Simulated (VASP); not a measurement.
Input of a VASP 6.6.1 run:

The input INCAR:

```
PREC = Accurate
ENCUT = 520
EDIFF = 1E-6
ISMEAR = -1
SIGMA = 0.08
LREAL = F
LASPH = T
NELM = 60
ALGO = Normal
ISIF = 2
LWAVE = F
LCHARG = F
GGA = PE
NBANDS = 9
```

Contents of KPOINTS:

```
Automatic mesh
0
Gamma
  15 15 15
```

File POSCAR:

```
Se
1.0
    2.1679268706      0.0000000000      0.0000000000
    0.0000000000      2.1679268706      0.0000000000
    0.0000000000      0.0000000000      2.1679268706
Se
1
Direct
    0.0000000000      0.0000000000      0.0000000000
```

Potentials or basis: VASP PAW PBE potentials, release 64 (Se).

Run with:

```sh
$ cat potpaw_PBE.64/Se/POTCAR > POTCAR
$ mpirun -np 1 vasp_std > vasp.out
```

(1) Predict the pressure.

(2) Estimate the band gap on the k mesh.

Results:

(1) 283.4 GPa.

(2) zero (band 3 reaches 26.12 eV, above the bottom of band 4 at 14.73 eV).
